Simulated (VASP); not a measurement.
# Ge2W3 (P-3m1) in VASP: further runs

The runs below take Ge2W3 through single point, relaxation of cell and atoms, with PBE.

Everything below comes from runs of VASP 6.6.1. Logs are shortened: lines on timing, memory, paths and dates and some standing lists are left out, and cuts for length are marked.

## (1) The cell of the first run

Symmetry: P-3m1, No. 164, trigonal system. Conventional cell: a = 4.294 Å, b = 4.294 Å, c = 5.354 Å, α = 90.00°, β = 90.00°, γ = 120.00°. Within 3.4 Å of Ge (site symmetry 3m) lie 8 W at 2.55 to 2.75 Å and 3 Ge at 3.28 Å. Within 3.6 Å of W (site symmetry -3m) lie 6 Ge at 2.70 Å and 6 W at 2.99 Å. Within 3.4 Å of W (site symmetry 3m) lie 5 Ge at 2.55 to 2.75 Å and 6 W at 2.99 to 3.18 Å.

The cell was generated, and may not be a known phase.

## (2) Single point, PBE

INCAR reads:

```
SYSTEM = Ge2W3
PREC = Accurate
ENCUT = 500
EDIFF = 1E-6
ISMEAR = 0
SIGMA = 0.1
LREAL = .False.
LASPH = .True.
NELM = 120
ALGO = Normal
ISIF = 2
LWAVE = .False.
LCHARG = .True.
GGA = PE
LELF = .True.
LVHAR = .True.
NBANDS = 43
GGA_COMPAT = .False.
```

KPOINTS reads:

```
regular mesh
0
Gamma
  12 12 8
  0 0 0
```

POSCAR reads:

```
Ge2W3
1.0
    4.2943960687      0.0000000000      0.0000000000
   -2.1471980343      3.7190560894      0.0000000000
    0.0000000000      0.0000000000      5.3542208470
Ge W
2 3
Direct
    0.3333333333      0.6666666667      0.2010092323
    0.6666666667      0.3333333333      0.7989907677
    0.0000000000      0.0000000000      0.0000000000
    0.3333333333      0.6666666667      0.6864838720
    0.6666666667      0.3333333333      0.3135161280
```

Potentials or basis: VASP PAW PBE potentials, release 64 (Ge_d, W_sv).

On the command line:

```bash
cat potpaw_PBE.64/Ge_d/POTCAR potpaw_PBE.64/W_sv/POTCAR > POTCAR
mpirun -np 1 vasp_std > vasp.out
```

OUTCAR:

```text
SYSTEM = Ge2W3
   PREC = Accurate
   ENCUT = 500
   EDIFF = 1E-6
   ISMEAR = 0
   LREAL = .False.
   LASPH = .True.
   NELM = 120
   ISIF = 2
   GGA = PE

 ion  position               nearest neighbor table
   1  0.333  0.667  0.201-   5 2.55   5 2.55   5 2.55   4 2.60   3 2.70   3 2.70   3 2.70   4 2.75

   2  0.667  0.333  0.799-   4 2.55   4 2.55   4 2.55   5 2.60   3 2.70   3 2.70   3 2.70   5 2.75

   3  0.000  0.000  0.000-   1 2.70   2 2.70   1 2.70   2 2.70   2 2.70   1 2.70   4 2.99   5 2.99
                             5 2.99   4 2.99   5 2.99   4 2.99
   4  0.333  0.667  0.686-   2 2.55   2 2.55   2 2.55   1 2.60   1 2.75   3 2.99   3 2.99   3 2.99
                             5 3.18   5 3.18   5 3.18
   5  0.667  0.333  0.314-   1 2.55   1 2.55   1 2.55   2 2.60   2 2.75   3 2.99   3 2.99   3 2.99
                             4 3.18   4 3.18   4 3.18

  LATTYP: Found a hexagonal cell.
 ALAT       =     4.2943960687
 C/A-ratio  =     1.2467925085

  Lattice vectors:

 A1 = (   4.2943960687,   0.0000000000,   0.0000000000)
 A2 = (  -2.1471980343,   3.7190560894,   0.0000000000)
 A3 = (   0.0000000000,   0.0000000000,   5.3542208470)

Analysis of symmetry for initial positions (statically):
=====================================================================
 Subroutine PRICEL returns:
 Original cell was already a primitive cell.

 Routine SETGRP: Setting up the symmetry group for a
 hexagonal supercell.

 Subroutine GETGRP returns: Found 12 space group operations
 (whereof 12 operations were pure point group operations)
 out of a pool of 24 trial point group operations.

The static configuration has the point symmetry D_3d.

Analysis of symmetry for dynamics (positions and initial velocities):
=====================================================================
 Subroutine PRICEL returns:
 Original cell was already a primitive cell.

 Routine SETGRP: Setting up the symmetry group for a
 hexagonal supercell.

 Subroutine GETGRP returns: Found 12 space group operations
 (whereof 12 operations were pure point group operations)
 out of a pool of 24 trial point group operations.

The dynamic configuration has the point symmetry D_3d.

 Subroutine INISYM returns: Found 12 space group operations
 (whereof 12 operations are pure point group operations),
 and found     1 'primitive' translations

----------------------------------------------------------------------------------------

[... 99 lines left out ...]
   LREAL  =      F    real-space projection
   EDIFFG = 0.1E-04   stopping-criterion for IOM
   NSW    =      0    number of steps for IOM
   IBRION =     -1    ionic relax: 0-MD 1-quasi-New 2-CG
   NFREE  =      0    steps in history (QN), initial steepest desc. (CG)
   ISIF   =      2    stress and relaxation
   ISYM   =      2    0-nonsym 1-usesym 2-fastsym
   POTIM  = 0.5000    time-step for ionic-motion
   TEBEG  =    0.0;   TEEND  =   0.0 temperature during run
   PSTRESS=    0.0 pullay stress
   NELECT =      70.0000    total number of electrons
   NUPDOWN=      -1.0000    fix difference up-down
   EMIN   =  10.00;   EMAX   =-10.00  energy-range for DOS
   EFERMI =   0.00;   METHOD = LEGACY
   ISMEAR =     0;   SIGMA  =   0.10  broadening in eV -4-tet -1-fermi 0-gaus
   EFERMI_NEDOS =   21; number of points for ismear=-14 and -15
   IALGO  =     38    algorithm
   IMIX   =      4    mixing-type and parameters
     AMIX     =   0.40;   BMIX     =  1.00
     AMIX_MAG =   1.60;   BMIX_MAG =  1.00
  volume/ion in A,a.u.               =      17.10       115.41
  Fermi-wavevector in a.u.,A,eV,Ry     =   1.531430  2.893983 31.909441  2.345278
  Thomas-Fermi vector in A             =   2.638776
   LORBIT       =      0    0 simple, 1 ext, 2 COOP (PROOUT), +10 PAW based schemes
   GGA     = PE    functional components
   LHFCALC =     F    Hartree Fock is set to
   AEXX    =    0.0000 exact exchange contribution
   IVDW    =     0    specifies the selected vdW correction
   LEPSILON=     F    determine dielectric tensor
   LRPA    =     F    only Hartree local field effects (RPA)
 non-spin polarized calculation
 Gauss-broadening in eV      SIGMA  =   0.10
  energy-cutoff  :      500.00
  volume of cell :       85.51
 maximum number of plane-waves:      2190
   NGX = 15   NGY = 15   NGZ = 19

 number of electron      69.9999979 magnetization

 Free energy of the ion-electron system (eV)
  ---------------------------------------------------
  ext. energy  EPLUGINS =         0.00000000
  ---------------------------------------------------
  free energy    TOTEN  =       -43.95564997 eV

  energy without entropy =      -43.92519283  energy(sigma->0) =      -43.94042140

 E-fermi :   9.2474     XC(G=0): -12.5075

 val. band max:        9.2437776988   @ k =   0.3333   0.0833   0.3750
 cond. band min:       9.2498119006   @ k =   0.0000   0.2500   0.3750
 fundamental gap:      0.0060342018
 Fermi energy:         9.2473907910

 k-point     1 :       0.0000    0.0000    0.0000
  band No.  band energies     occupation
      1     -65.0428      2.00000
      2     -64.8252      2.00000
      3     -64.8148      2.00000
      4     -29.3123      2.00000
      5     -29.3123      2.00000
      6     -29.2662      2.00000
[... 1093 lines left out ...]
     42      13.5141      0.00000
     43      13.9165      0.00000

 [... further k-points ...]

------------------------ aborting loop because EDIFF is reached ----------------------------------------

  FORCE on cell =-STRESS in cart. coord.  units (eV):
  Direction    XX          YY          ZZ          XY          YZ          ZX
  --------------------------------------------------------------------------------------
  -------------------------------------------------------------------------------------
  Total        0.1240723      0.1240723      0.1166192      0.0000000      0.0000000      0.0000000
  in kB        2.3246319      2.3246319      2.1849900      0.0000000      0.0000000      0.0000000
  external PRESSURE =       2.2780846 kB  Pullay stress =       0.0000000 kB

 VOLUME and BASIS-vectors are now :
 -----------------------------------------------------------------------------
  energy-cutoff  :      500.00
  volume of cell :       85.51
      direct lattice vectors                 reciprocal lattice vectors
     4.294396069  0.000000000  0.000000000     0.232861614  0.134442716  0.000000000
    -2.147198034  3.719056089  0.000000000     0.000000000  0.268885431  0.000000000
     0.000000000  0.000000000  5.354220847     0.000000000  0.000000000  0.186768538

 POSITION                                       TOTAL-FORCE (eV/Angst)
 -----------------------------------------------------------------------------------
     -0.00000      2.47937      1.07625        -0.000000     -0.000000     -0.001705
      2.14720      1.23969      4.27797         0.000000      0.000000      0.001705
      0.00000      0.00000      0.00000         0.000000     -0.000000     -0.000000
     -0.00000      2.47937      3.67559         0.000000     -0.000000     -0.000003
      2.14720      1.23969      1.67863         0.000000      0.000000      0.000003
 -----------------------------------------------------------------------------------
    total drift:                               -0.000000      0.000000     -0.000000

  FREE ENERGIE OF THE ION-ELECTRON SYSTEM (eV)
  ---------------------------------------------------
  free  energy   TOTEN  =       -43.9556499660 eV

  energy  without entropy=      -43.9251928276  energy(sigma->0) =      -43.94042140
```

stdout:

```text
POSCAR found type information on POSCAR GeW
 POSCAR found :  2 types and       5 ions
 scaLAPACK will be used
 LDA part: xc-table for (Slater+PW92), standard interpolation
 POSCAR, INCAR and KPOINTS ok, starting setup
 FFT: planning ... GRIDC
 FFT: planning ... GRID_SOFT
 FFT: planning ... GRID
 WAVECAR not read
 entering main loop
```

Wall time 4.8 min (1 thread of Intel Xeon Platinum 8488C (Sapphire Rapids), shared host); peak memory 0.46 GiB.

Results:

* Free energy: -43.9556 eV
* Pressure: 0.2 GPa
* Band gap on the k mesh: zero (bands 35 and 36 overlap by 0.95 eV)

Levels at points of the mesh, in eV from the Fermi level:
| k point | band 33 | band 34 | band 35 | band 36 | band 37 | band 38 |
| --- | --- | --- | --- | --- | --- | --- |
| (0.00, 0.00, 0.00) | 0.09 | 0.35 | 0.35 | 0.64 | 0.64 | 1.02 |
| (0.50, 0.00, 0.00) | -1.75 | -0.92 | -0.05 | 0.02 | 0.13 | 0.14 |
| (0.00, 0.00, 0.50) | -0.40 | -0.40 | -0.07 | 0.80 | 0.80 | 1.15 |
| (0.50, 0.00, 0.50) | -0.93 | -0.61 | -0.53 | -0.44 | 0.30 | 0.32 |

Caveat: spin-orbit coupling is left out, which moves the levels of the heavy elements.

## (3) Relaxation of cell and atoms, PBE

This run uses another cell than the first one, of 17.03 Å³/atom.

INCAR reads:

```
SYSTEM = Ge2W3
PREC = Accurate
ENCUT = 500
EDIFF = 1E-7
ISMEAR = 0
SIGMA = 0.1
LREAL = .FALSE.
LASPH = .TRUE.
NELM = 120
ALGO = Normal
ISIF = 3
LWAVE = .FALSE.
LCHARG = .FALSE.
GGA = PE
IBRION = 2
NSW = 100
EDIFFG = -0.01
GGA_COMPAT = .FALSE.
NELMIN = 4
```

KPOINTS reads:

```
Automatic mesh
0
G
  12 12 8
  0 0 0
```

POSCAR reads:

```
Ge2W3
1.0
    4.2871259901      0.0000000000      0.0000000000
   -2.1435629950      3.7127600166      0.0000000000
    0.0000000000      0.0000000000      5.3503516425
Ge W
2 3
Direct
    0.3333333333      0.6666666667      0.1968089235
    0.6666666667      0.3333333333      0.8031910765
    0.0000000000      0.0000000000      0.0000000000
    0.3333333333      0.6666666667      0.6818426985
    0.6666666667      0.3333333333      0.3181573015
```

Potentials or basis: VASP PAW PBE potentials, release 64 (Ge_d, W_sv).

On the command line:

```bash
cat potpaw_PBE.64/Ge_d/POTCAR potpaw_PBE.64/W_sv/POTCAR > POTCAR
mpirun -np 1 vasp_std > vasp.out
```

It took 38 min on 1 thread of Intel Xeon Platinum 8488C (Sapphire Rapids), shared host; peak memory 0.47 GiB.

Results (log left out):

```yaml
Free_energy: -43.9554 eV
Relaxed_volume: 17.13 Å³/atom
Relaxed_cell: a = 4.296 Å, b = 4.296 Å, c = 5.358 Å, α = 90.00°, β = 90.00°, γ = 120.00°
Space_group_after_relaxing_to_0.1_Å: P-3m1 (No. 164)
Energy_gained_by_relaxing: 0.8 meV/atom
Ionic_steps: 11
Pressure_after_relaxing: 0.0 GPa
Largest_force_after_relaxing: 0.008 eV/Å
Band_gap_on_the_k_mesh: zero (bands 35 and 36 overlap by 0.94 eV)
```

Forces in eV/Å, atoms in the order of the input:
```
Ge   0.000  0.000 -0.008
Ge   0.000  0.000  0.008
W    0.000  0.000  0.000
W    0.000  0.000  0.008
W    0.000  0.000 -0.008
```

The path:
```tsv
step	energy change (eV)	largest force (eV/Å)	pressure (GPa)	volume (Å³)
1	0.0000	0.1073	0.49	85.16
2	-0.0002	0.0793	-0.91	85.81
3	-0.0009	0.0918	-0.27	85.51
4	-0.0020	0.0731	-0.10	85.49
5	-0.0024	0.0901	0.03	85.48
6	-0.0025	0.0972	0.09	85.47
7	-0.0033	0.0685	0.01	85.54
8	-0.0038	0.0278	-0.09	85.63
9	-0.0039	0.0073	0.14	85.54
10	-0.0039	0.0081	0.14	85.54
11	-0.0040	0.0080	-0.03	85.63
```

Final structure:
```xyz
5
Lattice="4.2958 0.0000 0.0000 -2.1479 3.7203 0.0000 0.0000 0.0000 5.3578" Properties=species:S:1:pos:R:3 pbc="T T T"
Ge    0.0000    2.4802    1.0784
Ge    2.1479    1.2401    4.2794
W     0.0000    0.0000    0.0000
W     0.0000    2.4802    3.6786
W     2.1479    1.2401    1.6792
```

Levels at points of the mesh, in eV from the Fermi level:
| k point | band 32 | band 33 | band 34 | band 35 | band 36 | band 37 | band 38 | band 39 |
| --- | --- | --- | --- | --- | --- | --- | --- | --- |
| (0.00, 0.00, 0.00) | -0.68 | 0.09 | 0.35 | 0.35 | 0.64 | 0.64 | 1.01 | 1.87 |
| (0.50, 0.00, 0.00) | -1.84 | -1.75 | -0.91 | -0.05 | 0.02 | 0.13 | 0.13 | 0.29 |
| (0.00, 0.00, 0.50) | -2.67 | -0.40 | -0.40 | -0.07 | 0.80 | 0.80 | 1.15 | 3.77 |
| (0.50, 0.00, 0.50) | -1.94 | -0.93 | -0.60 | -0.53 | -0.44 | 0.30 | 0.32 | 0.36 |

Caveat: spin-orbit coupling is left out, which moves the levels of the heavy elements.
